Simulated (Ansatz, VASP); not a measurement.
# HfN: VASP beside Ansatz

```xyz
2
Lattice="0.0000 2.2737 2.2737 2.2737 0.0000 2.2737 2.2737 2.2737 0.0000" Properties=species:S:1:pos:R:3 pbc="T T T"
Hf    0.0000    0.0000    0.0000
N     2.2737    2.2737    2.2737
```

Alike in both runs: task single point; functional PBE; k mesh 12 × 12 × 12; no spin polarisation.

|  | VASP | Ansatz |
| --- | --- | --- |
| version | VASP 6.6.1 | Ansatz 0.2.0 |
| potentials or method | VASP PAW PBE potentials, release 64 (Hf_pv, N), cutoff 600 eV | scalar-relativistic, plane waves, PAW |
| occupations | methfessel-paxton of order 1, width 0.15 eV | methfessel-paxton of order 1, width 0.05 eV |
| valence electrons in the cell | 15 | 31 |

```csv
,VASP,Ansatz,Ansatz less VASP
gap on the k mesh at the Fermi level (eV),none,none,-
pressure (GPa),-2.5,0.0,+2.45
```

A gap of «none» marks a metal or a gap that the smearing closes. VASP's potentials hold 15 valence electrons a cell and Ansatz's 31, so a difference there can come from the potentials and not from the codes. Ansatz's warnings: near symmetry operations not taken, structure snapped to symmetry.

Spin-orbit coupling is off throughout.
